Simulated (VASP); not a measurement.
# Sb (I4/mmm) in VASP: further runs

Runs on Sb. Level: PBE. Tasks: electric field gradients.

All numbers are computed with VASP 6.6.1; they aren't measurements. Logs are shortened: lines on timing, memory, paths and dates and some standing lists are left out, and cuts for length are marked.

## Step 1: The cell of the first run

Symmetry: I4/mmm, No. 139, tetragonal system. Conventional cell: a = 3.292 Å, b = 3.292 Å, c = 4.610 Å, α = 90.00°, β = 90.00°, γ = 90.00°. Sb (site symmetry 4/mmm) has 12 Sb at 3.28 to 3.29 Å within 4.3 Å.

## Step 2: Electric field gradients, PBE (x and y stretched by +1 %, z held)

File INCAR:

```
SYSTEM = Sb
  PREC = Accurate
  ENCUT = 520
  EDIFF = 1E-8
  ISMEAR = -1
  SIGMA = 0.05
  LREAL = .False.
  LASPH = .True.
  NELM = 100
  ALGO = Normal
  ISIF = 2
  LWAVE = .False.
  LCHARG = .False.
  GGA = PE
  LEFG = .True.
  NBANDS = 8
```

File KPOINTS:

```
regular mesh
0
Gamma
  12 12 12
  0 0 0
```

File POSCAR:

```
Sb
1.0
    0.0000000000      2.3280500000      2.3050000000
    2.3280500000      0.0000000000      2.3050000000
    2.3280500000      2.3280500000      0.0000000000
Sb
1
Direct
    0.0000000000      0.0000000000      0.0000000000
```

Potentials or basis: VASP PAW PBE potentials, release 64 (Sb).

Command:

```console
$ cat potpaw_PBE.64/Sb/POTCAR > POTCAR
$ mpirun -np 1 vasp_std > vasp.out
```

OUTCAR:

```text
SYSTEM = Sb
   PREC = Accurate
   ENCUT = 520
   EDIFF = 1E-8
   ISMEAR = -1
   LREAL = .False.
   LASPH = .True.
   NELM = 100
   ISIF = 2
   GGA = PE

 ion  position               nearest neighbor table
   1  0.000  0.000  0.000-

  LATTYP: Found a body centered tetragonal cell.
 ALAT       =     3.2923598839
 C/A-ratio  =     1.4002114479

  Lattice vectors:

 A1 = (   0.0000000000,  -2.3280500000,  -2.3050000000)
 A2 = (   0.0000000000,   2.3280500000,  -2.3050000000)
 A3 = (   2.3280500000,   0.0000000000,   2.3050000000)

Analysis of symmetry for initial positions (statically):
=====================================================================
 Subroutine PRICEL returns:
 Original cell was already a primitive cell.

 Routine SETGRP: Setting up the symmetry group for a
 body centered tetragonal supercell.

 Subroutine GETGRP returns: Found 16 space group operations
 (whereof 16 operations were pure point group operations)
 out of a pool of 16 trial point group operations.

The static configuration has the point symmetry D_4h.

Analysis of symmetry for dynamics (positions and initial velocities):
=====================================================================
 Subroutine PRICEL returns:
 Original cell was already a primitive cell.

 Routine SETGRP: Setting up the symmetry group for a
 body centered tetragonal supercell.

 Subroutine GETGRP returns: Found 16 space group operations
 (whereof 16 operations were pure point group operations)
 out of a pool of 16 trial point group operations.

The dynamic configuration has the point symmetry D_4h.

 Subroutine INISYM returns: Found 16 space group operations
 (whereof 16 operations are pure point group operations),
 and found     1 'primitive' translations

----------------------------------------------------------------------------------------

                                     Primitive cell

  volume of cell :      24.9854

  direct lattice vectors                    reciprocal lattice vectors
     0.000000000  2.328050000  2.305000000    -0.214772020  0.214772020  0.216919740
     2.328050000  0.000000000  2.305000000     0.214772020 -0.214772020  0.216919740
     2.328050000  2.328050000  0.000000000     0.214772020  0.214772020 -0.216919740

  length of vectors
     3.276101617  3.276101617  3.292359884     0.373240156  0.373240156  0.373240156

  position of ions in fractional coordinates (direct lattice)
     0.000000000  0.000000000  0.000000000

  ion indices of the primitive-cell ions
   primitive index   ion index
                 1           1

----------------------------------------------------------------------------------------

 KPOINTS: regular mesh

Automatic generation of k-mesh.
 Grid dimensions read from file:
 generate k-points for:   12   12   12

 Generating k-lattice:

  Cartesian coordinates                     Fractional coordinates (reciprocal lattice)
    -0.017897668  0.017897668  0.018076645     0.083333333  0.000000000  0.000000000
     0.017897668 -0.017897668  0.018076645     0.000000000  0.083333333  0.000000000
     0.017897668  0.017897668 -0.018076645     0.000000000  0.000000000  0.083333333

  Length of vectors
     0.031103346  0.031103346  0.031103346

  Shift w.r.t. Gamma in fractional coordinates (k-lattice)
     0.000000000  0.000000000  0.000000000

 Subroutine IBZKPT returns following result:
 ===========================================

 Found    163 irreducible k-points:

 Following reciprocal coordinates:
            Coordinates               Weight
  0.000000  0.000000  0.000000      1.000000
  0.083333 -0.000000  0.000000      8.000000
  0.166667  0.000000  0.000000      8.000000
  0.250000 -0.000000  0.000000      8.000000
  0.333333  0.000000  0.000000      8.000000
  0.416667 -0.000000  0.000000      8.000000
[... 16 lines left out ...]
  0.500000  0.166667  0.000000      8.000000
 -0.416667  0.166667  0.000000      8.000000
 [... further k-points ...]
   k-points           NKPTS =    163   k-points in BZ     NKDIM =    163   number of bands    NBANDS=      8
   number of dos      NEDOS =    301   number of ions     NIONS =      1
   total plane-waves  NPLWV =  13824
   dimension x,y,z NGX =    24 NGY =   24 NGZ =   24
   dimension x,y,z NGXF=    48 NGYF=   48 NGZF=   48
   ions per type =               1
   NGX,Y,Z   is equivalent  to a cutoff of  12.18, 12.18, 12.12 a.u.
   NGXF,Y,Z  is equivalent  to a cutoff of  24.36, 24.36, 24.24 a.u.
 SYSTEM =  Sb
   PREC   = accura    normal or accurate (medium, high low for compatibility)
   ISTART =      0    job   : 0-new  1-cont  2-samecut
   ICHARG =      2    charge: 1-file 2-atom 10-const
   ISPIN  =      1    spin polarized calculation?
   LNONCOLLINEAR =      F non collinear calculations
   LSORBIT =      F    spin-orbit coupling
   LASPH  =      T    aspherical Exc in radial PAW
   ENCUT  =  520.0 eV  38.22 Ry    6.18 a.u.   6.09  6.09  6.12*2*pi/ulx,y,z
   NELM   =    100;   NELMIN=  2; NELMDL= -5     # of ELM steps
   EDIFF  = 0.1E-07   stopping-criterion for ELM
   LREAL  =      F    real-space projection
   EDIFFG = 0.1E-06   stopping-criterion for IOM
   NSW    =      0    number of steps for IOM
   IBRION =     -1    ionic relax: 0-MD 1-quasi-New 2-CG
   NFREE  =      0    steps in history (QN), initial steepest desc. (CG)
   ISIF   =      2    stress and relaxation
   ISYM   =      2    0-nonsym 1-usesym 2-fastsym
   POTIM  = 0.5000    time-step for ionic-motion
   TEBEG  =    0.0;   TEEND  =   0.0 temperature during run
   PSTRESS=    0.0 pullay stress
   NELECT =       5.0000    total number of electrons
   NUPDOWN=      -1.0000    fix difference up-down
   EMIN   =  10.00;   EMAX   =-10.00  energy-range for DOS
   EFERMI =   0.00;   METHOD = LEGACY
   ISMEAR =    -1;   SIGMA  =   0.05  broadening in eV -4-tet -1-fermi 0-gaus
   EFERMI_NEDOS =   21; number of points for ismear=-14 and -15
   IALGO  =     38    algorithm
   IMIX   =      4    mixing-type and parameters
     AMIX     =   0.40;   BMIX     =  1.00
     AMIX_MAG =   1.60;   BMIX_MAG =  1.00
  volume/ion in A,a.u.               =      24.99       168.61
  Fermi-wavevector in a.u.,A,eV,Ry     =   0.957568  1.809541 12.475680  0.916937
  Thomas-Fermi vector in A             =   2.086598
   LORBIT       =      0    0 simple, 1 ext, 2 COOP (PROOUT), +10 PAW based schemes
   GGA     = PE    functional components
   LHFCALC =     F    Hartree Fock is set to
   AEXX    =    0.0000 exact exchange contribution
   IVDW    =     0    specifies the selected vdW correction
   LEPSILON=     F    determine dielectric tensor
   LRPA    =     F    only Hartree local field effects (RPA)
 non-spin polarized calculation
  energy-cutoff  :      520.00
  volume of cell :       24.99
 maximum number of plane-waves:       686
   NGX = 13   NGY = 13   NGZ = 13

 number of electron       5.0000000 magnetization

 Free energy of the ion-electron system (eV)
  ---------------------------------------------------
  ext. energy  EPLUGINS =         0.00000000
  ---------------------------------------------------
  free energy    TOTEN  =        -3.77380734 eV

  energy without entropy =       -3.76691852  energy(sigma->0) =       -3.77036293

 E-fermi :   9.5928     XC(G=0): -10.5643

 val. band max:        9.5919096752   @ k =   0.4167   0.3333   0.0000
 cond. band min:       9.5934284592   @ k =  -0.0833   0.4167   0.3333
 fundamental gap:      0.0015187840
 Fermi energy:         9.5928135280

 k-point     1 :       0.0000    0.0000    0.0000
  band No.  band energies     occupation
      1      -4.0011      2.00000
      2      15.4207      0.00000
      3      15.4293      0.00000
      4      15.4293      0.00000
      5      19.7188      0.00000
      6      19.7188      0.00000
      7      19.7646      0.00000
      8      19.7817      0.00000

 k-point     2 :       0.0833   -0.0000    0.0000
  band No.  band energies     occupation
      1      -3.8535      2.00000
      2      14.0221      0.00000
      3      15.2085      0.00000
      4      15.2229      0.00000
      5      18.7187      0.00000
      6      20.0564      0.00000
      7      20.0907      0.00000
      8      21.7141      0.00000
[... 221 lines left out ...]
 k-point    23 :       0.5000    0.1667    0.0000
  band No.  band energies     occupation
      1       0.3185      2.00000
      2       4.2181      2.00000
      3      10.7006      0.00000
      4      12.1016      0.00000
      5      15.9964      0.00000
      6      20.8548      0.00000
      7      20.9424      0.00000
      8      23.1601      0.00000

 k-point    24 :      -0.4167    0.1667    0.0000
  band No.  band energies     occupation
      1       0.5419      2.00000
      2       3.9186      2.00000
      3      10.1995      0.00001
      4      12.5328      0.00000
      5      16.3117      0.00000
      6      20.4226      0.00000
      7      20.7295      0.00000
      8      24.0424      0.00000

 [... further k-points ...]
[... 5 lines left out ...]
  --------------------------------------------------------------------------------------
  -------------------------------------------------------------------------------------
  Total        1.0766587      1.0766587      1.0444758      0.0000000     -0.0000000     -0.0000000
  in kB       69.0403709     69.0403709     66.9766529      0.0000000     -0.0000000     -0.0000000
  external PRESSURE =      68.3524649 kB  Pullay stress =       0.0000000 kB

 VOLUME and BASIS-vectors are now :
 -----------------------------------------------------------------------------
  energy-cutoff  :      520.00
  volume of cell :       24.99
      direct lattice vectors                 reciprocal lattice vectors
     0.000000000  2.328050000  2.305000000    -0.214772020  0.214772020  0.216919740
     2.328050000  0.000000000  2.305000000     0.214772020 -0.214772020  0.216919740
     2.328050000  2.328050000  0.000000000     0.214772020  0.214772020 -0.216919740

 POSITION                                       TOTAL-FORCE (eV/Angst)
 -----------------------------------------------------------------------------------
      0.00000      0.00000      0.00000         0.000000     -0.000000      0.000000
 -----------------------------------------------------------------------------------
    total drift:                                0.000000      0.000000      0.000000

  FREE ENERGIE OF THE ION-ELECTRON SYSTEM (eV)
  ---------------------------------------------------
  free  energy   TOTEN  =        -3.7738073350 eV

  energy  without entropy=       -3.7669185185  energy(sigma->0) =       -3.77036293

 Electric field gradients (V/A^2)
---------------------------------------------------------------------
 ion       V_xx      V_yy      V_zz      V_xy      V_xz      V_yz
---------------------------------------------------------------------
   1       2.265     2.265    -4.531    -0.000    -0.000    -0.000
---------------------------------------------------------------------

 Electric field gradients after diagonalization (V/A^2)
 (convention: |V_zz| > |V_xx| > |V_yy|)
----------------------------------------------------------------------
 ion       V_xx      V_yy      V_zz     asymmetry (V_yy - V_xx)/ V_zz
----------------------------------------------------------------------
   1       2.265     2.265    -4.531       0.000
----------------------------------------------------------------------

           NMR quadrupolar parameters

 Cq : quadrupolar parameter    Cq=e*Q*V_zz/h
 eta: asymmetry parameters     (V_yy - V_xx)/ V_zz
 Q  : nuclear electric quadrupole moment in mb (millibarn)
----------------------------------------------------------------------
 ion       Cq(MHz)       eta       Q (mb)
----------------------------------------------------------------------
   1      -0.011       0.000       1.000
----------------------------------------------------------------------
```

Run time: 28 s. Hardware: 1 thread of AMD EPYC 7R43 (Zen 3), shared host; peak memory 0.13 GiB.

What came out:

```
Free energy : -3.7738 eV
Pressure    : 6.8 GPa
```

Levels at points of the mesh, in eV from the Fermi level:
```tsv
k point	band 1	band 2	band 3	band 4	band 5
(0.00, 0.00, 0.00)	-13.59	5.83	5.84	5.84	10.13
(0.50, 0.00, 0.00)	-9.41	-6.37	3.86	4.03	8.60
(0.50, 0.50, 0.00)	-7.46	-5.34	0.25	0.25	4.07
(0.50, 0.00, 0.50)	-7.61	-5.43	0.34	0.42	4.21
```

Electric field gradients, principal values (V/Å²):
```tsv
atom	least	middle	greatest (by size)
1 Sb	2.265	2.265	-4.531
```

Caveat: the cell differs from its parent crystal (x and y stretched by +1 %, z held); without QUAD_EFG the Cq values of the log hold for a quadrupole moment of 1 mb, not for the nuclei; spin-orbit coupling is left out, which moves the levels of the heavy elements.

## Step 3: Electric field gradients, PBE (x and y stretched by +1 %, z held)

File INCAR:

```
PREC = Accurate
ENCUT = 520
EDIFF = 1E-8
ISMEAR = -1
SIGMA = 0.05
LREAL = False
LASPH = True
NELM = 60
ALGO = Normal
ISIF = 2
LWAVE = False
LCHARG = False
GGA = PE
LEFG = True
NBANDS = 8
```

File KPOINTS:

```
regular mesh
0
Gamma
  12 12 12
```

POSCAR is that of step 2.

Potentials or basis: VASP PAW PBE potentials, release 64 (Sb).

Command:

```console
$ cat potpaw_PBE.64/Sb/POTCAR > POTCAR
$ mpirun -np 1 vasp_std > vasp.out
```

OUTCAR:

```text
PREC = Accurate
   ENCUT = 520
   EDIFF = 1E-8
   ISMEAR = -1
   LREAL = False
   LASPH = True
   NELM = 60
   ISIF = 2
   GGA = PE

 ion  position               nearest neighbor table
   1  0.000  0.000  0.000-

  LATTYP: Found a body centered tetragonal cell.
 ALAT       =     3.2923598839
 C/A-ratio  =     1.4002114479

  Lattice vectors:

 A1 = (   0.0000000000,  -2.3280500000,  -2.3050000000)
 A2 = (   0.0000000000,   2.3280500000,  -2.3050000000)
 A3 = (   2.3280500000,   0.0000000000,   2.3050000000)

Analysis of symmetry for initial positions (statically):
=====================================================================
 Subroutine PRICEL returns:
 Original cell was already a primitive cell.

 Routine SETGRP: Setting up the symmetry group for a
 body centered tetragonal supercell.

 Subroutine GETGRP returns: Found 16 space group operations
 (whereof 16 operations were pure point group operations)
 out of a pool of 16 trial point group operations.

The static configuration has the point symmetry D_4h.

Analysis of symmetry for dynamics (positions and initial velocities):
=====================================================================
 Subroutine PRICEL returns:
 Original cell was already a primitive cell.

 Routine SETGRP: Setting up the symmetry group for a
 body centered tetragonal supercell.

 Subroutine GETGRP returns: Found 16 space group operations
 (whereof 16 operations were pure point group operations)
 out of a pool of 16 trial point group operations.

The dynamic configuration has the point symmetry D_4h.

[... 146 lines left out ...]
 cond. band min:       9.5934284592   @ k =  -0.0833   0.4167   0.3333
 fundamental gap:      0.0015187840
 Fermi energy:         9.5928135280

 k-point     1 :       0.0000    0.0000    0.0000
  band No.  band energies     occupation
      1      -4.0011      2.00000
      2      15.4207      0.00000
      3      15.4293      0.00000
      4      15.4293      0.00000
      5      19.7188      0.00000
      6      19.7188      0.00000
      7      19.7646      0.00000
      8      19.7817      0.00000
[... 243 lines left out ...]
 k-point    24 :      -0.4167    0.1667    0.0000
  band No.  band energies     occupation
      1       0.5419      2.00000
      2       3.9186      2.00000
      3      10.1995      0.00001
      4      12.5328      0.00000
      5      16.3117      0.00000
      6      20.4226      0.00000
      7      20.7295      0.00000
      8      24.0424      0.00000

 [... further k-points ...]
[... 5 lines left out ...]
  --------------------------------------------------------------------------------------
  -------------------------------------------------------------------------------------
  Total        1.0766587      1.0766587      1.0444758      0.0000000     -0.0000000     -0.0000000
  in kB       69.0403709     69.0403709     66.9766529      0.0000000     -0.0000000     -0.0000000
  external PRESSURE =      68.3524649 kB  Pullay stress =       0.0000000 kB

 VOLUME and BASIS-vectors are now :
 -----------------------------------------------------------------------------
  energy-cutoff  :      520.00
  volume of cell :       24.99
      direct lattice vectors                 reciprocal lattice vectors
     0.000000000  2.328050000  2.305000000    -0.214772020  0.214772020  0.216919740
     2.328050000  0.000000000  2.305000000     0.214772020 -0.214772020  0.216919740
     2.328050000  2.328050000  0.000000000     0.214772020  0.214772020 -0.216919740

 POSITION                                       TOTAL-FORCE (eV/Angst)
 -----------------------------------------------------------------------------------
      0.00000      0.00000      0.00000         0.000000     -0.000000      0.000000
 -----------------------------------------------------------------------------------
    total drift:                                0.000000      0.000000      0.000000

  FREE ENERGIE OF THE ION-ELECTRON SYSTEM (eV)
  ---------------------------------------------------
  free  energy   TOTEN  =        -3.7738073350 eV

  energy  without entropy=       -3.7669185185  energy(sigma->0) =       -3.77036293

 Electric field gradients (V/A^2)
---------------------------------------------------------------------
 ion       V_xx      V_yy      V_zz      V_xy      V_xz      V_yz
---------------------------------------------------------------------
   1       2.265     2.265    -4.531    -0.000    -0.000    -0.000
---------------------------------------------------------------------

 Electric field gradients after diagonalization (V/A^2)
 (convention: |V_zz| > |V_xx| > |V_yy|)
----------------------------------------------------------------------
 ion       V_xx      V_yy      V_zz     asymmetry (V_yy - V_xx)/ V_zz
----------------------------------------------------------------------
   1       2.265     2.265    -4.531       0.000
----------------------------------------------------------------------

           NMR quadrupolar parameters

 Cq : quadrupolar parameter    Cq=e*Q*V_zz/h
 eta: asymmetry parameters     (V_yy - V_xx)/ V_zz
 Q  : nuclear electric quadrupole moment in mb (millibarn)
----------------------------------------------------------------------
 ion       Cq(MHz)       eta       Q (mb)
----------------------------------------------------------------------
   1      -0.011       0.000       1.000
----------------------------------------------------------------------
```

stdout:

```text
POSCAR found type information on POSCAR Sb
 POSCAR found :  1 types and       1 ions
 scaLAPACK will be used
 LDA part: xc-table for (Slater+PW92), standard interpolation
 POSCAR, INCAR and KPOINTS ok, starting setup
 FFT: planning ... GRIDC
 FFT: planning ... GRID_SOFT
 FFT: planning ... GRID
 WAVECAR not read
 entering main loop
ion   1
```

Wall time 26 s (1 thread of AMD EPYC 7R43 (Zen 3), shared host); peak memory 0.12 GiB.

Results:

* Free energy: -3.7738 eV
* Pressure: 6.8 GPa

Stress tensor (GPa, compression positive):
```
6.90 0.00 0.00
0.00 6.90 0.00
0.00 0.00 6.70
```

Electric field gradients, principal values (V/Å²):
```csv
atom,least,middle,greatest (by size)
1 Sb,2.265,2.265,-4.531
```

Caveat: the cell differs from its parent crystal (x and y stretched by +1 %, z held); without QUAD_EFG the Cq values of the log hold for a quadrupole moment of 1 mb, not for the nuclei; spin-orbit coupling is left out, which moves the levels of the heavy elements.
